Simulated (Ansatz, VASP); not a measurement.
## AlBP2 in VASP and in Ansatz

INCAR

```
PREC     = Accurate       # precision mode
ENCUT    = 520            # plane-wave cutoff, eV
EDIFF    = 1E-7           # SCF threshold, eV
ISMEAR   = 0              # smearing method
SIGMA    = 0.01           # smearing width, eV
LREAL    = False          # projectors in reciprocal space
LASPH    = True           # aspherical terms in the spheres
NELM     = 80             # most SCF steps
ALGO     = Normal         # electronic algorithm
ISIF     = 2              # what is computed and relaxed
LWAVE    = False          # write WAVECAR
LCHARG   = True           # write CHGCAR
GGA      = PE             # functional
LELF     = True           # ELF
LVHAR    = True         
NBANDS   = 16             # bands
```

Contents of KPOINTS:

```
Automatic mesh
0
Gamma
  6 6 4
```

The input POSCAR:

```
AlBP2
1.0
    3.4275720659      0.0000000000      0.0000000000
    0.0000000000      3.4275720659      0.0000000000
    0.0000000000      0.0000000000      5.1321585980
B P Al
1 2 1
Direct
    0.0000000000      0.0000000000      0.0000000000
    0.0000000000      0.5000000000      0.2077903022
    0.5000000000      0.0000000000      0.7922096978
    0.5000000000      0.5000000000      0.5000000000
```

Input for Ansatz:

```yaml
crystal:
  lattice:
    - [3.4275720659, 0.0, 0.0]
    - [0.0, 3.4275720659, 0.0]
    - [0.0, 0.0, 5.132158598]
  atoms:
    - { symbol: B, position: [0.0, 0.0, 0.0] }
    - { symbol: P, position: [0.0, 0.5, 0.2077903022] }
    - { symbol: Al, position: [0.5, 0.5, 0.5] }
    - { symbol: P, position: [0.5, 0.0, 0.7922096978] }
kpoints:
  mp_grid: { grid: [6, 6, 4] }
hamiltonian:
  xc: pbe
scf:
  occupations: { method: fixed }
  n_extra_bands: 5
output:
  forces: true
  stress: true
  eigenvalues: true
```

Alike in both runs: task single point; functional PBE; k mesh 6 × 6 × 4; no spin polarisation.

|  | VASP | Ansatz |
| --- | --- | --- |
| version | VASP 6.6.1 | Ansatz 0.2.0 |
| potentials or method | VASP PAW PBE potentials, release 64 (B, P, Al) | plane waves, PAW |
| plane-wave cutoff (eV) | 520 | 420 |
| occupations | gaussian, width 0.01 eV | fixed |
| valence electrons in the cell | 16 | 16 |

|  | VASP | Ansatz | Ansatz less VASP |
| --- | --- | --- | --- |
| gap on the k mesh at the Fermi level (eV) | 0.63 | 0.64 | +0.003 |
| pressure (GPa) | 7.7 | 7.9 | +0.16 |
| rms of the force components (eV/Å) | 0.060 | 0.061 | +0.0009 |
